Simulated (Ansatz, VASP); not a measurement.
**BN in VASP and in Ansatz**

Contents of POSCAR:

```
BN
1.0
    2.5039917043      0.0000000000      0.0000000000
   -1.2519958522      2.1685204268      0.0000000000
    0.0000000000      0.0000000000      6.3281400000
B N
2 2
Direct
    0.3333333333      0.6666666667      0.2500000000
    0.6666666667      0.3333333333      0.7500000000
    0.3333333333      0.6666666667      0.7500000000
    0.6666666667      0.3333333333      0.2500000000
```

INCAR.step1

```
SYSTEM = BN
PREC     = Accurate       ! precision mode
ENCUT    = 520            ! plane-wave cutoff, eV
ISMEAR   = 0              ! smearing method
SIGMA    = 0.05           ! smearing width, eV
LREAL    = .False.        ! projectors in reciprocal space
LASPH    = .True.         ! aspherical terms in the spheres
NELM     = 100            ! most SCF steps
NBANDS   = 16             ! bands
GGA      = PE             ! functional
ALGO     = Normal         ! electronic algorithm
EDIFF    = 1E-4           ! SCF threshold, eV
LWAVE    = .True.         ! write WAVECAR
LCHARG   = .False.        ! write CHGCAR
```

File INCAR.step2:

```
SYSTEM = BN
PREC     = Accurate       ! precision mode
ENCUT    = 520            ! plane-wave cutoff, eV
EDIFF    = 1E-7           ! SCF threshold, eV
ISMEAR   = 0              ! smearing method
SIGMA    = 0.05           ! smearing width, eV
LREAL    = .False.        ! projectors in reciprocal space
LASPH    = .True.         ! aspherical terms in the spheres
NELM     = 100            ! most SCF steps
ALGO     = Normal         ! electronic algorithm
ISIF     = 2              ! what is computed and relaxed
LWAVE    = .False.        ! write WAVECAR
LCHARG   = .False.        ! write CHGCAR
METAGGA  = R2SCAN         ! meta-GGA
LMIXTAU  = .True.       
NBANDS   = 16             ! bands
ISTART   = 1
```

The input KPOINTS:

```
regular mesh
0
Gamma
  12 12 4
  0 0 0
```

Input for Ansatz:

```yaml
crystal:
  lattice:
    - [2.5039917043, 0.0, 0.0]
    - [-1.2519958522, 2.1685204268, 0.0]
    - [0.0, 0.0, 6.32814]
  atoms:
    - { symbol: B, position: [0.3333333333, 0.6666666667, 0.25] }
    - { symbol: B, position: [0.6666666667, 0.3333333333, 0.75] }
    - { symbol: "N", position: [0.3333333333, 0.6666666667, 0.75] }
    - { symbol: "N", position: [0.6666666667, 0.3333333333, 0.25] }
basis:
  ecutwfc: 500
kpoints:
  mp_grid: { grid: [12, 12, 4] }
hamiltonian:
  xc: r2scan
scf:
  occupations: { method: gaussian, width: 0.05 }
output:
  forces: true
  stress: true
  eigenvalues: true
```

Change from the starting cell: strain +0.000 along x and y, -0.050 along z, atoms carried along.

Alike in both runs: task single point; functional r2SCAN; k mesh 12 × 12 × 4; occupations gaussian, width 0.05 eV; no spin polarisation.

|  | VASP | Ansatz |
| --- | --- | --- |
| version | VASP 6.6.1 | Ansatz 0.2.0 |
| potentials or method | VASP PAW PBE potentials, release 64 (B, N), cutoff 520 eV | scalar-relativistic, plane waves, PAW |
| valence electrons in the cell | 16 | 16 |

```csv
,VASP,Ansatz,Ansatz less VASP
gap on the k mesh at the Fermi level (eV),4.77,4.73,-0.040
least direct gap on the mesh (eV),5.14,5.11,-0.038
pressure (GPa),0.5,0.1,-0.41
"traceless stress, the component that is largest in VASP (GPa)",2.17,2.88,+0.708
```

VASP's potentials were made for PBE, not for r2SCAN.
